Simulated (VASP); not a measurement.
Runs of VASP 6.6.1 on Cu. The structure is that of space group Fm-3m (No. 225), or close to it. The cells are those of the table. 

```csv
task,potentials or basis,cell,k mesh,cutoff (eV),second run,gap on the mesh (eV),pressure (GPa)
single point,"VASP PAW LDA potentials, release 64 (Cu_sv_GW)","a = 2.437 Å, angles 60.0°, 1 atom",20 × 20 × 20,700,valence_matched,none,(b)
relaxation of cell and atoms,"VASP PAW LDA potentials, release 64 (Cu)","relaxed from a = 2.581 Å, angles 60.0°, 1 atom",10 × 10 × 10,600,-,none,-0.7
single point,"VASP PAW LDA potentials, release 64 (Cu_sv_GW)","a = 2.462 Å, angles 60.0°, 1 atom",20 × 20 × 20,700,valence_matched,none,(a)
single point,"VASP PAW LDA potentials, release 64 (Cu)","a = 2.512 Å, angles 60.0°, 1 atom",20 × 20 × 20,520,-,none,-4.2
relaxation of cell and atoms,"VASP PAW LDA potentials, release 64 (Cu_sv_GW)","relaxed from a = 2.581 Å, angles 60.0°, 1 atom",10 × 10 × 10,700,valence_matched,none,-0.4
single point,"VASP PAW LDA potentials, release 64 (Cu)","a = 2.462 Å, angles 60.0°, 1 atom",20 × 20 × 20,520,-,none,7.1
single point,"VASP PAW LDA potentials, release 64 (Cu)","a = 2.488 Å, angles 60.0°, 1 atom",20 × 20 × 20,520,-,none,1.1
single point,"VASP PAW LDA potentials, release 64 (Cu)","a = 2.536 Å, angles 60.0°, 1 atom",20 × 20 × 20,520,-,none,-8.7
```

Alike in all rows: level LDA; no spin polarisation; smearing gaussian 0.1 eV.

Question: Estimate the missing entries.

Answer: (a) 1.8; (b) 9.1.

A gap of «none» marks levels without a gap at the run's occupations.

The runs don't all hold the same shells in valence.
